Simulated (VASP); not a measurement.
## InSb3: single point with PBE

InSb3:

```
In Sb
1.0
     0.00000    3.90016    3.90016
     3.90016    0.00000    3.90016
     3.90016    3.90016    0.00000
In Sb
1 3
Direct
  0.00000 0.00000 0.00000
  0.25000 0.25000 0.25000
  0.75000 0.75000 0.75000
  0.50000 0.50000 0.50000
```

This cell differs from its parent crystal: strained.

```
Program             : VASP 6.6.1
Task                : single point
Functional          : PBE
Potentials or basis : VASP PAW PBE potentials, release 64 (In_d, Sb)
Cutoff              : 520 eV
k mesh              : 10 × 10 × 10
Occupations         : gaussian, width 0.1 eV
Spin                : no spin polarisation
```

```
Pressure               : -3.7 GPa
Band gap on the k mesh : zero (band 14 reaches 7.98 eV, above the bottom of band 15 at 4.86 eV)
```

Levels at points of the mesh, in eV from the Fermi level:
```tsv
k point	band 11	band 12	band 13	band 14	band 15	band 16	band 17	band 18
(0.00, 0.00, 0.00)	-2.23	-2.23	-2.13	-2.13	-2.13	-0.54	-0.54	-0.54
(0.50, 0.00, 0.00)	-3.11	-2.31	-2.31	-0.37	-0.24	1.80	1.80	3.03
(0.50, 0.50, 0.00)	-4.60	0.13	0.80	0.80	0.93	1.52	1.70	1.70
```

It took 3 min on 1 thread of Intel Xeon 8259CL, on a shared host, peak memory 0.33 GiB.

Caveat: the cell differs from its parent crystal (strained); spin-orbit coupling is left out, which moves the levels of the heavy elements.
